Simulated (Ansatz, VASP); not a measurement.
## Two plane-wave programs on Lu2NF3

```
Lu N F
1.0
     3.82535    0.00000    0.00000
     0.00000    3.82535    0.00000
     0.00000    0.00000    5.49464
Lu N F
2 1 3
Direct
  0.50000 0.00000 0.21565
  0.00000 0.50000 0.78435
  0.00000 0.00000 0.00000
  0.50000 0.50000 0.00000
  0.50000 0.50000 0.50000
  0.00000 0.00000 0.50000
```

Alike in both runs: functional PBE; k mesh 8 × 8 × 6; occupations gaussian, width 0.02 eV; no spin polarisation.

Ansatz relaxed the structure, and its values are those at the end. VASP's run is a single point on that final structure, the one shown.

|  | VASP | Ansatz |
| --- | --- | --- |
| version | VASP 6.6.1 | Ansatz 0.2.0 |
| potentials or method | VASP PAW PBE potentials, release 64 (Lu, N, F), cutoff 520 eV | scalar-relativistic, plane waves, PAW |
| valence electrons in the cell | 76 | 76 |

|  | VASP | Ansatz | Ansatz less VASP |
| --- | --- | --- | --- |
| gap on the k mesh at the Fermi level (eV) | 2.06 | 2.08 | +0.019 |
| least direct gap on the mesh (eV) | 2.96 | 2.98 | +0.016 |
| pressure (GPa) | 0.6 | 0.0 | -0.64 |
| rms of the force components (eV/Å) | 0.026 | 0.000 | -0.0262 |

Spin-orbit coupling is off throughout.
